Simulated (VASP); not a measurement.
# Nb (P6/mmm) in VASP: further runs

Runs on Nb. Level: LDA. Tasks: single point.

Program: VASP 6.6.1. These are calculated values, not measurements. Logs are shortened: lines on timing, memory, paths and dates and some standing lists are left out, and cuts for length are marked.

### Step 1. The cell of the first run

Symmetry: P6/mmm, No. 191, hexagonal system. The conventional cell has a = 4.855 Å, b = 4.855 Å, c = 2.669 Å, α = 90.00°, β = 90.00°, γ = 120.00°. Within 3.5 Å of Nb (site symmetry 6/mmm) lie 14 Nb at 2.67 to 3.10 Å. Within 3.5 Å of Nb (site symmetry -6m2) lie 11 Nb at 2.67 to 3.10 Å.

### Step 2. Single point, LDA (volume scaled by 1.04)

INCAR

```
SYSTEM = Nb
  PREC = Accurate
  ENCUT = 520
  EDIFF = 1E-7
  ISMEAR = -1
  SIGMA = 0.1
  LREAL = .False.
  LASPH = .True.
  NELM = 60
  ALGO = Normal
  ISIF = 2
  LWAVE = .False.
  LCHARG = .False.
  NBANDS = 26
```

KPOINTS

```
regular mesh
0
Gamma
  9 9 13
  0 0 0
```

POSCAR

```
Nb
1.0
    4.8553770356      0.0000000000      0.0000000000
   -2.4276885178      4.2048798578      0.0000000000
    0.0000000000      0.0000000000      2.6688697320
Nb
3
Direct
    0.0000000000      0.0000000000      0.0000000000
    0.3333333333      0.6666666667      0.5000000000
    0.6666666667      0.3333333333      0.5000000000
```

Potentials or basis: VASP PAW LDA potentials, release 64 (Nb_sv).

Launch:

```console
> cat potpaw_LDA.64/Nb_sv/POTCAR > POTCAR
> mpirun -np 1 vasp_std > vasp.out
```

OUTCAR:

```text
SYSTEM = Nb
   PREC = Accurate
   ENCUT = 520
   EDIFF = 1E-7
   ISMEAR = -1
   LREAL = .False.
   LASPH = .True.
   NELM = 60
   ISIF = 2

 ion  position               nearest neighbor table
   1  0.000  0.000  0.000-
   2  0.333  0.667  0.500-   3 2.80   3 2.80   3 2.80
   3  0.667  0.333  0.500-   2 2.80   2 2.80   2 2.80

  LATTYP: Found a hexagonal cell.
 ALAT       =     4.8553770356
 C/A-ratio  =     0.5496730146

  Lattice vectors:

 A1 = (   4.8553770356,   0.0000000000,   0.0000000000)
 A2 = (  -2.4276885178,   4.2048798578,   0.0000000000)
 A3 = (   0.0000000000,   0.0000000000,   2.6688697320)

Analysis of symmetry for initial positions (statically):
=====================================================================
 Subroutine PRICEL returns:
 Original cell was already a primitive cell.

 Routine SETGRP: Setting up the symmetry group for a
 hexagonal supercell.

 Subroutine GETGRP returns: Found 24 space group operations
 (whereof 24 operations were pure point group operations)
 out of a pool of 24 trial point group operations.

The static configuration has the point symmetry D_6h.

Analysis of symmetry for dynamics (positions and initial velocities):
=====================================================================
 Subroutine PRICEL returns:
 Original cell was already a primitive cell.

 Routine SETGRP: Setting up the symmetry group for a
 hexagonal supercell.

 Subroutine GETGRP returns: Found 24 space group operations
 (whereof 24 operations were pure point group operations)
 out of a pool of 24 trial point group operations.

The dynamic configuration has the point symmetry D_6h.

 Subroutine INISYM returns: Found 24 space group operations
 (whereof 24 operations are pure point group operations),
 and found     1 'primitive' translations

----------------------------------------------------------------------------------------

                                     Primitive cell

  volume of cell :      54.4884

  direct lattice vectors                    reciprocal lattice vectors
     4.855377036  0.000000000  0.000000000     0.205957229  0.118909462  0.000000000
    -2.427688518  4.204879858  0.000000000     0.000000000  0.237818923  0.000000000
     0.000000000  0.000000000  2.668869732     0.000000000  0.000000000  0.374690450

  length of vectors
     4.855377036  4.855377036  2.668869732     0.237818923  0.237818923  0.374690450

  position of ions in fractional coordinates (direct lattice)
     0.000000000  0.000000000  0.000000000
     0.333333333  0.666666667  0.500000000
     0.666666667  0.333333333  0.500000000

  ion indices of the primitive-cell ions
   primitive index   ion index
                 1           1
                 2           2
                 3           3

----------------------------------------------------------------------------------------

 KPOINTS: regular mesh

Automatic generation of k-mesh.
 Grid dimensions read from file:
 generate k-points for:    9    9   13

 Generating k-lattice:

  Cartesian coordinates                     Fractional coordinates (reciprocal lattice)
     0.022884137  0.013212162  0.000000000     0.111111111 -0.000000000  0.000000000
     0.000000000  0.026424325  0.000000000     0.000000000  0.111111111  0.000000000
     0.000000000  0.000000000  0.028822342     0.000000000  0.000000000  0.076923077

  Length of vectors
     0.026424325  0.026424325  0.028822342

  Shift w.r.t. Gamma in fractional coordinates (k-lattice)
     0.000000000  0.000000000  0.000000000

 Subroutine IBZKPT returns following result:
 ===========================================

 Found     84 irreducible k-points:

 Following reciprocal coordinates:
            Coordinates               Weight
  0.000000  0.000000  0.000000      1.000000
  0.111111  0.000000  0.000000      6.000000
  0.222222  0.000000  0.000000      6.000000
  0.333333  0.000000  0.000000      6.000000
  0.444444  0.000000  0.000000      6.000000
  0.111111  0.111111  0.000000      6.000000
[... 16 lines left out ...]
  0.333333  0.222222  0.076923     24.000000
  0.333333  0.333333  0.076923      4.000000
 [... further k-points ...]
   k-points           NKPTS =     84   k-points in BZ     NKDIM =     84   number of bands    NBANDS=     26
   number of dos      NEDOS =    301   number of ions     NIONS =      3
   total plane-waves  NPLWV =  25920
   dimension x,y,z NGX =    36 NGY =   36 NGZ =   20
   dimension x,y,z NGXF=    72 NGYF=   72 NGZF=   40
   ions per type =               3
   NGX,Y,Z   is equivalent  to a cutoff of  12.33, 12.33, 12.46 a.u.
   NGXF,Y,Z  is equivalent  to a cutoff of  24.65, 24.65, 24.92 a.u.
 SYSTEM =  Nb
   PREC   = accura    normal or accurate (medium, high low for compatibility)
   ISTART =      0    job   : 0-new  1-cont  2-samecut
   ICHARG =      2    charge: 1-file 2-atom 10-const
   ISPIN  =      1    spin polarized calculation?
   LNONCOLLINEAR =      F non collinear calculations
   LSORBIT =      F    spin-orbit coupling
   LASPH  =      T    aspherical Exc in radial PAW
   ENCUT  =  520.0 eV  38.22 Ry    6.18 a.u.   9.03  9.03  4.96*2*pi/ulx,y,z
   NELM   =     60;   NELMIN=  2; NELMDL= -5     # of ELM steps
   EDIFF  = 0.1E-06   stopping-criterion for ELM
   LREAL  =      F    real-space projection
   EDIFFG = 0.1E-05   stopping-criterion for IOM
   NSW    =      0    number of steps for IOM
   IBRION =     -1    ionic relax: 0-MD 1-quasi-New 2-CG
   NFREE  =      0    steps in history (QN), initial steepest desc. (CG)
   ISIF   =      2    stress and relaxation
   ISYM   =      2    0-nonsym 1-usesym 2-fastsym
   POTIM  = 0.5000    time-step for ionic-motion
   TEBEG  =    0.0;   TEEND  =   0.0 temperature during run
   PSTRESS=    0.0 pullay stress
   NELECT =      39.0000    total number of electrons
   NUPDOWN=      -1.0000    fix difference up-down
   EMIN   =  10.00;   EMAX   =-10.00  energy-range for DOS
   EFERMI =   0.00;   METHOD = LEGACY
   ISMEAR =    -1;   SIGMA  =   0.10  broadening in eV -4-tet -1-fermi 0-gaus
   EFERMI_NEDOS =   21; number of points for ismear=-14 and -15
   IALGO  =     38    algorithm
   IMIX   =      4    mixing-type and parameters
     AMIX     =   0.40;   BMIX     =  1.00
     AMIX_MAG =   1.60;   BMIX_MAG =  1.00
  volume/ion in A,a.u.               =      18.16       122.57
  Fermi-wavevector in a.u.,A,eV,Ry     =   1.464407  2.767328 29.177519  2.144487
  Thomas-Fermi vector in A             =   2.580386
   LORBIT       =      0    0 simple, 1 ext, 2 COOP (PROOUT), +10 PAW based schemes
   GGA     = CA    functional components
   LHFCALC =     F    Hartree Fock is set to
   AEXX    =    0.0000 exact exchange contribution
   IVDW    =     0    specifies the selected vdW correction
   LEPSILON=     F    determine dielectric tensor
   LRPA    =     F    only Hartree local field effects (RPA)
 non-spin polarized calculation
  energy-cutoff  :      520.00
  volume of cell :       54.49
 maximum number of plane-waves:      1485
   NGX = 19   NGY = 19   NGZ =  9

 number of electron      39.0000006 magnetization

 Free energy of the ion-electron system (eV)
  ---------------------------------------------------
  ext. energy  EPLUGINS =         0.00000000
  ---------------------------------------------------
  free energy    TOTEN  =       -33.13392217 eV

  energy without entropy =      -33.03427403  energy(sigma->0) =      -33.08409810

 E-fermi :  11.0641     XC(G=0): -12.6578

 val. band max:       11.0633704623   @ k =   0.3333   0.3333   0.0000
 cond. band min:      11.0668904850   @ k =   0.4444   0.1111   0.1538
 fundamental gap:      0.0035200227
 Fermi energy:        11.0641488900

 k-point     1 :       0.0000    0.0000    0.0000
  band No.  band energies     occupation
      1     -43.2573      2.00000
      2     -43.0589      2.00000
      3     -42.9991      2.00000
      4     -19.7642      2.00000
      5     -19.7642      2.00000
      6     -19.5498      2.00000
[... 18 lines left out ...]
     25      14.0273      0.00000
     26      14.0273      0.00000

 k-point     2 :       0.1111    0.0000    0.0000
  band No.  band energies     occupation
      1     -43.2493      2.00000
      2     -43.0617      2.00000
      3     -43.0047      2.00000
      4     -19.8251      2.00000
      5     -19.8000      2.00000
      6     -19.4780      2.00000
[... 18 lines left out ...]
     25      14.4320      0.00000
     26      14.4764      0.00000

 k-point     3 :       0.2222    0.0000    0.0000
  band No.  band energies     occupation
      1     -43.2265      2.00000
      2     -43.0697      2.00000
      3     -43.0202      2.00000
      4     -19.9184      2.00000
      5     -19.8157      2.00000
      6     -19.3525      2.00000
[... 18 lines left out ...]
     25      14.8702      0.00000
     26      15.0093      0.00000

 k-point     4 :       0.3333    0.0000    0.0000
  band No.  band energies     occupation
      1     -43.1925      2.00000
      2     -43.0850      2.00000
      3     -43.0398      2.00000
      4     -19.9912      2.00000
      5     -19.7588      2.00000
      6     -19.2302      2.00000
[... 18 lines left out ...]
     25      15.1600      0.00000
     26      15.4573      0.00000
[... 496 lines left out ...]
      1     -43.1607      2.00000
      2     -43.0753      2.00000
      3     -43.0442      2.00000
      4     -19.9060      2.00000
      5     -19.8010      2.00000
      6     -19.3197      2.00000
[... 18 lines left out ...]
     25      14.4147      0.00000
     26      15.4413      0.00000

 k-point    23 :       0.3333    0.2222    0.0769
  band No.  band energies     occupation
      1     -43.1251      2.00000
      2     -43.0926      2.00000
      3     -43.0630      2.00000
      4     -19.9058      2.00000
      5     -19.7081      2.00000
      6     -19.5059      2.00000
[... 18 lines left out ...]
     25      14.0724      0.00000
     26      14.9856      0.00000

 k-point    24 :       0.3333    0.3333    0.0769
  band No.  band energies     occupation
      1     -43.0997      2.00000
      2     -43.0906      2.00000
      3     -43.0906      2.00000
      4     -19.8527      2.00000
      5     -19.6535      2.00000
      6     -19.6535      2.00000
[... 18 lines left out ...]
     25      14.5306      0.00000
     26      14.6693      0.00000

 [... further k-points ...]
[... 5 lines left out ...]
  --------------------------------------------------------------------------------------
  -------------------------------------------------------------------------------------
  Total       -2.0995767     -2.0995767     -2.6928093      0.0000000      0.0000000      0.0000000
  in kB      -61.7359869    -61.7359869    -79.1794089      0.0000000      0.0000000      0.0000000
  external PRESSURE =     -67.5504609 kB  Pullay stress =       0.0000000 kB

 VOLUME and BASIS-vectors are now :
 -----------------------------------------------------------------------------
  energy-cutoff  :      520.00
  volume of cell :       54.49
      direct lattice vectors                 reciprocal lattice vectors
     4.855377036  0.000000000  0.000000000     0.205957229  0.118909462  0.000000000
    -2.427688518  4.204879858  0.000000000     0.000000000  0.237818923  0.000000000
     0.000000000  0.000000000  2.668869732     0.000000000  0.000000000  0.374690450

 POSITION                                       TOTAL-FORCE (eV/Angst)
 -----------------------------------------------------------------------------------
      0.00000      0.00000      0.00000         0.000000      0.000000      0.000000
     -0.00000      2.80325      1.33443         0.000000     -0.000000      0.000000
      2.42769      1.40163      1.33443        -0.000000      0.000000      0.000000
 -----------------------------------------------------------------------------------
    total drift:                                0.000000      0.000000     -0.000000

  FREE ENERGIE OF THE ION-ELECTRON SYSTEM (eV)
  ---------------------------------------------------
  free  energy   TOTEN  =       -33.1339221694 eV

  energy  without entropy=      -33.0342740336  energy(sigma->0) =      -33.08409810
```

It took 1.7 min on 1 thread of Intel Xeon Platinum 8259CL at 2.50GHz (Skylake/Cascade Lake), shared host; peak memory 0.2 GiB.

What came out:

* Free energy: -33.1339 eV
* Pressure: -6.8 GPa

Stress tensor (GPa, compression positive):
```
-6.17  0.00  0.00
 0.00 -6.17  0.00
 0.00  0.00 -7.92
```

### Step 3. Single point, LDA (volume scaled by 1.08)

INCAR

```
SYSTEM = Nb
PREC = Accurate
ENCUT = 520
EDIFF = 1E-6
ISMEAR = -1
SIGMA = 0.1
LREAL = .FALSE.
LASPH = .TRUE.
NELM = 80
ALGO = Normal
ISIF = 2
LWAVE = .FALSE.
LCHARG = .FALSE.
GGA = CA
NBANDS = 26
```

KPOINTS

```
Automatic mesh
0
G
  9 9 13
  0 0 0
```

POSCAR

```
Nb
1.0
    4.9168440296      0.0000000000      0.0000000000
   -2.4584220148      4.2581118361      0.0000000000
    0.0000000000      0.0000000000      2.7026564799
Nb
3
Direct
    0.0000000000      0.0000000000      0.0000000000
    0.3333333333      0.6666666667      0.5000000000
    0.6666666667      0.3333333333      0.5000000000
```

Potentials or basis: VASP PAW LDA potentials, release 64 (Nb_sv).

Launch:

```console
> cat potpaw_LDA.64/Nb_sv/POTCAR > POTCAR
> mpirun -np 1 vasp_std > vasp.out
```

It took 2 min on 1 thread of Intel Xeon Platinum 8259CL at 2.50GHz (Skylake/Cascade Lake), shared host; peak memory 0.21 GiB.

Results (log left out):

* Free energy: -33.0098 eV
* Pressure: -12.3 GPa

Stress tensor (GPa, compression positive):
```
-11.48   0.00   0.00
  0.00 -11.48   0.00
  0.00   0.00 -13.89
```

Levels at points of the mesh, in eV from the Fermi level:
```csv
k point,band 17,band 18,band 19,band 20,band 21,band 22,band 23,band 24
"(0.00, 0.00, 0.00)",-1.17,-1.15,-1.15,-0.96,0.59,0.59,2.83,2.83
```

### Step 4. Single point, LDA (volume scaled by 1.12)

INCAR

```
SYSTEM = Nb
PREC = Accurate
ENCUT = 520
EDIFF = 1E-7
ISMEAR = -1
SIGMA = 0.1
LREAL = .FALSE.
LASPH = .TRUE.
NELM = 80
ALGO = Normal
ISIF = 2
LWAVE = .FALSE.
LCHARG = .TRUE.
GGA = CA
LELF = .TRUE.
LVHAR = .TRUE.
NBANDS = 26
```

KPOINTS is that of step 3.

POSCAR

```
Nb
1.0
    4.9768114523      0.0000000000      0.0000000000
   -2.4884057261      4.3100451475      0.0000000000
    0.0000000000      0.0000000000      2.7356189539
Nb
3
Direct
    0.0000000000      0.0000000000      0.0000000000
    0.3333333333      0.6666666667      0.5000000000
    0.6666666667      0.3333333333      0.5000000000
```

Launch:

```console
> cat potpaw_LDA.64/Nb_sv/POTCAR > POTCAR
> mpirun -np 1 vasp_std > vasp.out
```

Wall time 2.1 min (1 thread of Intel Xeon Platinum 8259CL at 2.50GHz (Skylake/Cascade Lake), shared host); peak memory 0.22 GiB.

Results (log left out):

- Free energy: -32.8194 eV
- Pressure: -16.9 GPa

Stress tensor (GPa, compression positive):
```
-15.92   0.00   0.00
  0.00 -15.92   0.00
  0.00   0.00 -18.85
```

Levels at points of the mesh, in eV from the Fermi level:
| k point | band 16 | band 17 | band 18 | band 19 | band 20 | band 21 | band 22 | band 23 | band 24 | band 25 |
| --- | --- | --- | --- | --- | --- | --- | --- | --- | --- | --- |
| (0.00, 0.00, 0.00) | -1.15 | -1.15 | -1.13 | -1.13 | -0.92 | 0.58 | 0.58 | 2.72 | 2.72 | 2.74 |

### Step 5. Summary

```tsv
cell	gap on the mesh (eV)	pressure (GPa)
a = 4.855, b = 4.855, c = 2.669 Å, angles 90.0, 90.0, 120.0°, 3 atoms	none	-6.8
a = 4.917, b = 4.917, c = 2.703 Å, angles 90.0, 90.0, 120.0°, 3 atoms	none	-12.3
a = 4.977, b = 4.977, c = 2.736 Å, angles 90.0, 90.0, 120.0°, 3 atoms	none	-16.9
```

Alike in all rows: task single point; level LDA; potentials or basis VASP PAW LDA potentials, release 64 (Nb_sv); no spin polarisation; k mesh 9 × 9 × 13; cutoff (eV) 520; smearing fermi-dirac 0.1 eV.

Total energies depend on the potentials used, so only differences within one code and one set of settings carry meaning.
